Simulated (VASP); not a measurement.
# Si11Pd10Au3 in VASP: a series of runs, part 2 of 2

VASP 6.6.1. The steps go on from the part before.

### 3 Single point, PBE

Input file INCAR:

```
SYSTEM = Si11Pd10Au3
ALGO     = Normal         ! electronic algorithm
EDIFF    = 1E-6           ! SCF threshold, eV
ENCUT    = 400            ! plane-wave cutoff, eV
GGA      = PE             ! functional
GGA_COMPAT= .FALSE.      
ISIF     = 2              ! what is computed and relaxed
ISMEAR   = -1             ! smearing method
ISYM     = -1           
LASPH    = .TRUE.         ! aspherical terms in the spheres
LCHARG   = .FALSE.        ! write CHGCAR
LREAL    = Auto         
LWAVE    = .FALSE.        ! write WAVECAR
NBANDS   = 106            ! bands
NELM     = 120            ! most SCF steps
PREC     = Accurate       ! precision mode
SIGMA    = 0.1534         ! smearing width, eV
```

Input file KPOINTS:

```
explicit points
1
Reciprocal
  0.25000000   0.25000000   0.25000000 1
```

Input file POSCAR:

```
Si11Pd10Au3
1.0
    7.2361990000      0.0002630000     -0.0874420000
    0.0002630000      7.0758330000      0.0664260000
   -0.0874420000      0.0664260000      7.5219920000
Si Pd Au
11 10 3
Direct
    0.2734021344      0.9649894209      0.7114549500
    0.3070311805      0.6566418470      0.9865444325
    0.8460054042      0.0884589589      0.6333766946
    0.7146394317      0.3964423646      0.6598934725
    0.2804244736      0.4753906859      0.3589730719
    0.6829689189      0.9878566930      0.9594795899
    0.9149297755      0.7518377952      0.6393684960
    0.2128463537      0.3077908202      0.6503113002
    0.9910106289      0.7340623817      0.0801123058
    0.9811267472      0.4513120177      0.9119997513
    0.6468900095      0.6694047604      0.8190102403
    0.3665063012      0.5935364799      0.6952337612
    0.8176032502      0.9195949985      0.2600086315
    0.0186219359      0.0363410630      0.9184326902
    0.0773076537      0.1769584375      0.3718019502
    0.7628739146      0.2516856981      0.0821876368
    0.5998499718      0.2090497099      0.4118929860
    0.5158508036      0.1906281590      0.7781638640
    0.5618888441      0.8936562955      0.5735633156
    0.2028820199      0.8219696155      0.4375683005
    0.9106132157      0.5153282597      0.4136453011
    0.3933697060      0.9635781185      0.1492291395
    0.5932053718      0.6104596765      0.1566143210
    0.2877051433      0.3478725677      0.0408746420
```

Potentials or basis: VASP PAW PBE potentials, release 64 (Si, Pd, Au).

Launch:

```bash
cat potpaw_PBE.64/Si/POTCAR potpaw_PBE.64/Pd/POTCAR potpaw_PBE.64/Au/POTCAR > POTCAR
mpirun -np 1 vasp_std > vasp.out
```

OUTCAR:

```text
SYSTEM = Si11Pd10Au3
   EDIFF = 1E-6
   ENCUT = 400
   GGA = PE
   ISIF = 2
   ISMEAR = -1
   ISYM = -1
   LASPH = .TRUE.
   LREAL = Auto
   NELM = 120
   PREC = Accurate

 ion  position               nearest neighbor table
   1  0.273  0.965  0.711-  20 2.36  19 2.41  18 2.42   8 2.50  14 2.50  12 2.72   2 2.99   7 3.04
                            15 3.24
   2  0.307  0.657  0.987-  24 2.22  12 2.30  23 2.43   9 2.47  22 2.58  11 2.79  10 2.82   1 2.99
                             5 3.07
   3  0.846  0.088  0.633-   4 2.39   7 2.43  14 2.48  19 2.51  17 2.55  15 2.68  18 2.75   6 2.83
                            13 3.07   8 3.08
   4  0.715  0.396  0.660-  18 2.24  11 2.35   3 2.39  17 2.44  21 2.49  10 2.71  12 2.90   7 2.91
[... 15 lines left out ...]
  12  0.367  0.594  0.695-  11 2.28   2 2.30   8 2.33  19 2.71   1 2.72   5 2.74  20 2.75   4 2.90
                            18 3.10  24 3.16
  13  0.818  0.920  0.260-   9 2.30   6 2.48  16 2.71  15 2.75  23 2.83  17 2.86  19 3.04   3 3.07
                            14 3.08  21 3.13  20 3.13   7 3.14  22 3.18
  14  0.019  0.036  0.918-   9 2.45   3 2.48   6 2.48   1 2.50  16 2.73  10 2.95   7 3.02  24 3.08
                            13 3.08   8 3.12  22 3.22
  15  0.077  0.177  0.372-   8 2.49   5 2.57   3 2.68  20 2.70  21 2.71  13 2.75  16 3.15  24 3.17
[... 179 lines left out ...]
      4      -0.8095      2.00000
      5      -0.4950      2.00000
      6       0.0347      2.00000
[... 92 lines left out ...]
     99      11.2541      0.00000
    100      11.4032      0.00000
 [bands above 100 left out]

------------------------ aborting loop because EDIFF is reached ----------------------------------------

  FORCE on cell =-STRESS in cart. coord.  units (eV):
  Direction    XX          YY          ZZ          XY          YZ          ZX
  --------------------------------------------------------------------------------------
  -------------------------------------------------------------------------------------
  Total        9.0304762     21.7876699      4.1183811      1.4651956     -2.4863105      0.2209595
  in kB       37.5748553     90.6561875     17.1361478      6.0965236    -10.3452748      0.9193893
  external PRESSURE =      48.4557302 kB  Pullay stress =       0.0000000 kB

 VOLUME and BASIS-vectors are now :
 -----------------------------------------------------------------------------
  energy-cutoff  :      400.00
  volume of cell :      385.06
      direct lattice vectors                 reciprocal lattice vectors
     7.236199000  0.000263000 -0.087442000     0.138213517 -0.000020222  0.001606889
     0.000263000  7.075833000  0.066426000    -0.000020222  0.141337837 -0.001248376
    -0.087442000  0.066426000  7.521992000     0.001606889 -0.001248376  0.132973212

 POSITION                                       TOTAL-FORCE (eV/Angst)
 -----------------------------------------------------------------------------------
      1.91644      6.87544      5.39175        -0.691502     -0.645846     -0.174329
      2.13565      4.71190      7.43755        -0.616024      3.200183      0.665763
      6.06650      0.66822      4.69615         0.539501     -0.086516     -0.987996
      5.11368      2.84918      4.92756         1.926157      1.437632     -1.154330
      1.99794      3.38770      2.70725        -0.527563      0.191449      0.132701
      4.85846      7.05382      7.22310         0.034127     -2.777516      0.148628
[... 16 lines left out ...]
      4.27902      4.33007      1.16673         0.677751     -0.649971      0.962747
      2.07841      2.46428      0.30541         0.267842     -3.307641      1.053242
 -----------------------------------------------------------------------------------
    total drift:                                0.002426     -0.002723      0.009536

  FREE ENERGIE OF THE ION-ELECTRON SYSTEM (eV)
  ---------------------------------------------------
  free  energy   TOTEN  =      -121.6541806570 eV

  energy  without entropy=     -120.8491488136  energy(sigma->0) =     -121.25166474
```

OSZICAR:

```text
N       E                     dE             d eps       ncg     rms          rms(c)
DAV:   1     0.841339825812E+03    0.84134E+03   -0.70929E+04   212   0.125E+03
DAV:   2    -0.748611091042E+02   -0.91620E+03   -0.87001E+03   222   0.283E+02
DAV:   3    -0.129041509598E+03   -0.54180E+02   -0.51317E+02   256   0.587E+01
DAV:   4    -0.130408988393E+03   -0.13675E+01   -0.13584E+01   248   0.996E+00
DAV:   5    -0.130439419144E+03   -0.30431E-01   -0.30399E-01   256   0.147E+00    0.324E+01
DAV:   6    -0.123134873655E+03    0.73045E+01   -0.60452E+01   240   0.371E+01    0.229E+01
DAV:   7    -0.121851965321E+03    0.12829E+01   -0.94768E+00   240   0.157E+01    0.111E+01
DAV:   8    -0.121858419500E+03   -0.64542E-02   -0.24571E+00   256   0.948E+00    0.439E+00
DAV:   9    -0.121692702948E+03    0.16572E+00   -0.88116E-01   256   0.751E+00    0.199E+00
DAV:  10    -0.121656292970E+03    0.36410E-01   -0.16278E-01   256   0.276E+00    0.889E-01
DAV:  11    -0.121654818177E+03    0.14748E-02   -0.28836E-02   248   0.977E-01    0.590E-01
DAV:  12    -0.121654413893E+03    0.40428E-03   -0.60581E-03   248   0.524E-01    0.245E-01
DAV:  13    -0.121654280753E+03    0.13314E-03   -0.20388E-03   248   0.341E-01    0.958E-02
DAV:  14    -0.121654199421E+03    0.81332E-04   -0.47706E-04   248   0.163E-01    0.414E-02
DAV:  15    -0.121654183926E+03    0.15495E-04   -0.70853E-05   248   0.573E-02    0.219E-02
DAV:  16    -0.121654181263E+03    0.26635E-05   -0.18723E-05   240   0.278E-02    0.855E-03
DAV:  17    -0.121654180657E+03    0.60578E-06   -0.29917E-06   160   0.114E-02
   1 F= -.12165418E+03 E0= -.12125166E+03  d E =-.805032E+00
```

stdout:

```text
POSCAR found type information on POSCAR SiPdAu
 POSCAR found :  3 types and      24 ions
 scaLAPACK will be used
 LDA part: xc-table for (Slater+PW92), standard interpolation
 POSCAR, INCAR and KPOINTS ok, starting setup
 FFT: planning ... GRIDC
 FFT: planning ... GRID_SOFT
 FFT: planning ... GRID
 WAVECAR not read
 entering main loop
```

Run time: 47 s. Hardware: 1 thread of Intel Xeon Platinum 8559C (Emerald Rapids), shared host; peak memory 0.33 GiB.

Results:

| Item | Value |
| --- | --- |
| Free energy | -121.6542 eV |
| Pressure | 4.8 GPa |
| Largest force | 3.482 eV/Å |
| Band gap on the k mesh | zero (an odd number of electrons rules out a gap without spin polarisation) |

Forces on the atoms (eV/Å):
```
Si  -0.692 -0.646 -0.174
Si  -0.616  3.200  0.666
Si   0.540 -0.087 -0.988
Si   1.926  1.438 -1.154
Si  -0.528  0.191  0.133
Si   0.034 -2.778  0.149
Si   0.537  0.110 -0.530
Si  -1.485 -0.986 -0.770
Si   0.415 -0.425  0.324
Si  -1.073 -0.378 -0.610
Si   1.376  1.081  1.110
Pd  -0.459 -0.125 -1.074
Pd   0.187 -0.744  0.879
Pd   0.970  0.175 -0.173
Pd   0.348  0.516  0.257
Pd   0.392  2.905  1.205
Pd  -0.021  1.809 -0.768
Pd  -1.951  0.439  1.187
Pd   0.177 -1.713 -0.447
Pd  -0.910 -1.253 -0.546
Pd  -0.153  0.605 -0.705
Au   0.039  0.622  0.016
Au   0.678 -0.650  0.963
Au   0.268 -3.308  1.053
```

Caveat: the atoms stand as in a frame of molecular dynamics; spin-orbit coupling is left out, which moves the levels of the heavy elements.
